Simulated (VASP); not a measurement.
Ca, 1 atom in the cell. The structure is cubic, space group Fm-3m (No. 225). Conventional cell: a = 5.390 Å, b = 5.390 Å, c = 5.390 Å, α = 90.00°, β = 90.00°, γ = 90.00°. Within 5.0 Å of Ca (site symmetry m-3m) lie 12 Ca at 3.81 Å.  This cell differs from its parent crystal: volume scaled by 1.03.

| Property | Result |
| --- | --- |
| Program | VASP 6.6.1 |
| Task | single point |
| Functional | LDA |
| Potentials or basis | VASP PAW LDA potentials, release 64 (Ca_sv) |
| Cutoff | 520 eV |
| k mesh | 14 × 14 × 14 |
| Occupations | gaussian, width 0.1 eV |
| Spin | no spin polarisation |
| Dipole correction | no |
| Further INCAR settings | ALGO = Normal; EDIFF = 1e-06; NBANDS = 11 |

Potentials or basis: VASP PAW LDA potentials, release 64 (Ca_sv).

Run with:

```console
$ cat potpaw_LDA.64/Ca_sv/POTCAR > POTCAR
$ mpirun -np 1 vasp_std > vasp.out
```

Hardware: 1 thread of Intel(R) Xeon(R) Platinum 8559C (Emerald Rapids), with other jobs on the host.

How long does it take, and how much memory?

Run time: 16 s on 1 thread of Intel(R) Xeon(R) Platinum 8559C (Emerald Rapids), with other jobs on the host, peak memory 0.16 GiB. Counts: scf iterations 10, k points 104.
